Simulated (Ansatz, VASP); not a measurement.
## Li: VASP beside Ansatz

Contents of INCAR:

```
  PREC = Accurate
  ENCUT = 520
  EDIFF = 1E-7
  ISMEAR = -1
  SIGMA = 0.05
  LREAL = False
  LASPH = True
  NELM = 100
  ALGO = Normal
  ISIF = 2
  LWAVE = False
  LCHARG = True
  GGA = PE
  LELF = True
  LVHAR = True
  NBANDS = 12
```

File KPOINTS:

```
Automatic mesh
0
Gamma
  12 12 12
```

Contents of POSCAR:

```
Li
1.0
    1.5504989657      0.8951809952      7.8159490000
   -1.5504989657      0.8951809952      7.8159490000
    0.0000000000     -1.7903619905      7.8159490000
Li
3
Direct
    0.0000000000      0.0000000000      0.0000000000
    0.2220000000      0.2220000000      0.2220000000
    0.7780000000      0.7780000000      0.7780000000
```

Input for Ansatz:

```yaml
crystal:
  lattice:
    - [1.5504989657, 0.8951809952, 7.815949]
    - [-1.5504989657, 0.8951809952, 7.815949]
    - [0.0, -1.7903619905, 7.815949]
  atoms:
    - { symbol: Li, position: [0.0, 0.0, 0.0] }
    - { symbol: Li, position: [0.222, 0.222, 0.222] }
    - { symbol: Li, position: [0.778, 0.778, 0.778] }
kpoints:
  mp_grid: { grid: [12, 12, 12] }
  band_path:
    path:
      - [0.0, 0.0, 0.0]
      - [0.5, 0.5, 0.5]
      - [0.8245881883, 0.1754118117, 0.5]
      - [0.5, -0.1754118117, 0.1754118117]
      - [0.5, 0.0, 0.0]
      - [0.0, 0.0, 0.0]
      - [0.3377059058, -0.3377059058, 0.0]
      - [0.6622940942, 0.0, 0.3377059058]
      - [0.5, 0.0, 0.5]
    npoints: 5
scf:
  occupations: { method: fermi_dirac, width: 0.05 }
hamiltonian:
  xc: pbe
  pseudopotentials: { kind: all_electron, lapw: { basis_error: 0.001 } }
output:
  forces: true
  stress: true
  eigenvalues: true
```

Change from the starting cell: zz strain of +3 %.

Alike in both runs: task single point; functional PBE; k mesh 12 × 12 × 12; occupations fermi-dirac, width 0.05 eV; no spin polarisation.

```csv
,VASP,Ansatz
version,VASP 6.6.1,Ansatz 0.2.0
potentials or method,"VASP PAW PBE potentials, release 64 (Li_sv), cutoff 520 eV","all-electron LAPW, scalar-relativistic"
```

|  | VASP | Ansatz | Ansatz less VASP |
| --- | --- | --- | --- |
| rms of the force components (eV/Å) | 0.004 | 0.004 | +0.0001 |

Atom by atom the forces differ by 0.000 eV/Å (rms over components). Ansatz ran all-electron here, and VASP with PAW potentials.

Noted on VASP's run: the cutoff is short for stress, so the pressure is rough.
